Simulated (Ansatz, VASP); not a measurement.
## One calculation of AlRu, two programs

```
Al Ru
1.0
     2.99160    0.00000    0.00000
     0.00000    2.99160    0.00000
     0.00000    0.00000    2.99160
Al Ru
1 1
Direct
  0.92479 0.00000 0.00000
  0.50000 0.50000 0.50000
```

Alike in both runs: task single point; functional PBE; k mesh 16 × 16 × 16; occupations gaussian, width 0.15 eV; no spin polarisation.

|  | VASP | Ansatz |
| --- | --- | --- |
| version | VASP 6.6.1 | Ansatz 0.2.0 |
| potentials or method | VASP PAW PBE potentials, release 64 (Al, Ru_pv), cutoff 520 eV | scalar-relativistic, plane waves, PAW |
| valence electrons in the cell | 17 | 19 |

Ansatz gave:

```
gap on the k mesh at the Fermi level (eV)                     : none
pressure (GPa)                                                : 6.4
traceless stress, the component that is largest in VASP (GPa) : -2.71
rms of the force components (eV/Å)                            : 0.998
```

**Question.** Estimate VASP's values.

**Answer.** gap on the k mesh at the Fermi level (eV): none; pressure (GPa): 6.4; traceless stress, the component that is largest in VASP (GPa): -2.74; rms of the force components (eV/Å): 1.004.

Atom by atom the forces differ by 0.007 eV/Å (rms over components). A gap of «none» marks a metal or a gap that the smearing closes. VASP's potentials hold 17 valence electrons a cell and Ansatz's 19, so a difference there can come from the potentials and not from the codes.
